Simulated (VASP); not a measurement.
A run of VASP 6.6.1:

Contents of INCAR:

```
SYSTEM = CuO
PREC = Accurate
ENCUT = 700
EDIFF = 1E-6
ISMEAR = -1
SIGMA = 0.05
LREAL = .FALSE.
LASPH = .TRUE.
NELM = 120
ALGO = Normal
ISIF = 2
LWAVE = .FALSE.
LCHARG = .FALSE.
GGA = PS
NBANDS = 33
GGA_COMPAT = .FALSE.
```

Contents of KPOINTS:

```
regular mesh
0
G
  8 8 5
  0 0 0
```

The input POSCAR:

```
CuO
1.0
    2.2977570000     -1.6791320000      0.0000000000
    2.2977570000      1.6791320000      0.0000000000
   -0.8433432681      0.0000000000      5.0594363927
Cu O
2 2
Direct
    0.4968000000      0.0032000000      0.5000000000
    0.0032000000      0.4968000000      0.0000000000
    0.4056000000      0.5714000000      0.7537000000
    0.5714000000      0.4056000000      0.2537000000
```

Potentials or basis: VASP PAW PBE potentials, release 64 (Cu_sv_GW, O).

Command:

```sh
$ cat potpaw_PBE.64/Cu_sv_GW/POTCAR potpaw_PBE.64/O/POTCAR > POTCAR
$ mpirun -np 1 vasp_std > vasp.out
```

Hardware: 1 thread of Intel(R) Xeon(R) Platinum 8488C (Sapphire Rapids) (shared host).

Task: How long does it take, and how much memory?

Result: Wall time 3.2 min on 1 thread of Intel(R) Xeon(R) Platinum 8488C (Sapphire Rapids), with other jobs on the host, peak memory 0.31 GiB. Counts: scf iterations 14, k points 93.
